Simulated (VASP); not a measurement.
A run of VASP 6.6.1:

INCAR

```
SYSTEM = Hf
  PREC = Accurate
  ENCUT = 520
  EDIFF = 1E-8
  ISMEAR = -1
  SIGMA = 0.05
  LREAL = .False.
  LASPH = .True.
  NELM = 80
  ALGO = Normal
  ISIF = 2
  LWAVE = .False.
  LCHARG = .False.
  GGA = PS
  LEFG = .True.
  NBANDS = 17
```

The input KPOINTS:

```
Automatic mesh
0
Gamma
  13 13 7
  0 0 0
```

POSCAR

```
Hf
1.0
    3.2178693301      0.0000000000      0.0000000000
   -1.6089346650      2.7867565859      0.0000000000
    0.0000000000      0.0000000000      5.0912963404
Hf
2
Direct
    0.3333333333      0.6666666667      0.2500000000
    0.6666666667      0.3333333333      0.7500000000
```

Potentials or basis: VASP PAW PBE potentials, release 64 (Hf_pv).

Launch:

```bash
$ cat potpaw_PBE.64/Hf_pv/POTCAR > POTCAR
$ mpirun -np 1 vasp_std > vasp.out
```

Hardware: 1 thread of Intel(R) Xeon(R) 6975P-C (Granite Rapids), on a shared host.

Question: How long does it take, and how much memory?

Answer: It took 21 s on 1 thread of Intel(R) Xeon(R) 6975P-C (Granite Rapids), with other jobs on the host, peak memory 0.19 GiB. Counts: scf iterations 14, k points 84.
